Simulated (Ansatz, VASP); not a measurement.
# Two plane-wave programs on BiAs3

The input INCAR:

```
  PREC = Accurate
  ENCUT = 600
  EDIFF = 1E-6
  ISMEAR = 0
  SIGMA = 0.1
  LREAL = False
  LASPH = True
  NELM = 60
  ALGO = Normal
  ISIF = 3
  LWAVE = False
  LCHARG = False
  GGA = PE
  IBRION = 2
  NSW = 100
  EDIFFG = -0.01
```

Contents of KPOINTS:

```
Automatic mesh
0
Gamma
  10 10 10
```

File POSCAR:

```
BiAs3
1.0
    4.4987823402      0.0000000000      0.0000000000
    0.0000000000      4.4987823402      0.0000000000
    0.0000000000      0.0000000000      4.4987823402
Bi As
1 3
Direct
    0.0000000000      0.0000000000      0.0000000000
    0.0000000000      0.5000000000      0.5000000000
    0.5000000000      0.0000000000      0.5000000000
    0.5000000000      0.5000000000      0.0000000000
```

Input for Ansatz:

```yaml
crystal:
  lattice:
    - [4.4987823402, 0.0, 0.0]
    - [0.0, 4.4987823402, 0.0]
    - [0.0, 0.0, 4.4987823402]
  atoms:
    - { symbol: Bi, position: [0.0, 0.0, 0.0] }
    - { symbol: As, position: [0.0, 0.5, 0.5] }
    - { symbol: As, position: [0.5, 0.0, 0.5] }
    - { symbol: As, position: [0.5, 0.5, 0.0] }
basis:
  ecutwfc: 420
kpoints:
  mp_grid: { grid: [10, 10, 10] }
hamiltonian:
  xc: pbe
scf:
  occupations: { method: gaussian, width: 0.1 }
output:
  forces: true
  stress: true
  eigenvalues: true
relax:
  adjacent_minimum: "off"
  f_tol: 0.01
  max_steps: 80
  cell: { stress_tol: 0.05 }
```

Alike in both runs: task relaxation of cell and atoms; functional PBE; k mesh 10 × 10 × 10; occupations gaussian, width 0.1 eV; no spin polarisation.

|  | VASP | Ansatz |
| --- | --- | --- |
| version | VASP 6.6.1 | Ansatz 0.2.0 |
| potentials or method | VASP PAW PBE potentials, release 64 (Bi_d, As), cutoff 600 eV | scalar-relativistic, plane waves, PAW |
| valence electrons in the cell | 30 | 60 |

```csv
,VASP,Ansatz,Ansatz less VASP
"gap on the k mesh at the Fermi level, each at its own relaxed structure (eV)",none,none,-
relaxed volume (Å³/atom),22.47,22.46,-0.008
relaxed length of the cell vector where the two differ most in proportion (Å),4.479,4.479,-0.0005
```

A gap of «none» marks a metal or a gap that the smearing closes. VASP's potentials hold 30 valence electrons a cell and Ansatz's 60, so a difference there can come from the potentials and not from the codes.

Neither program's run includes spin-orbit coupling.
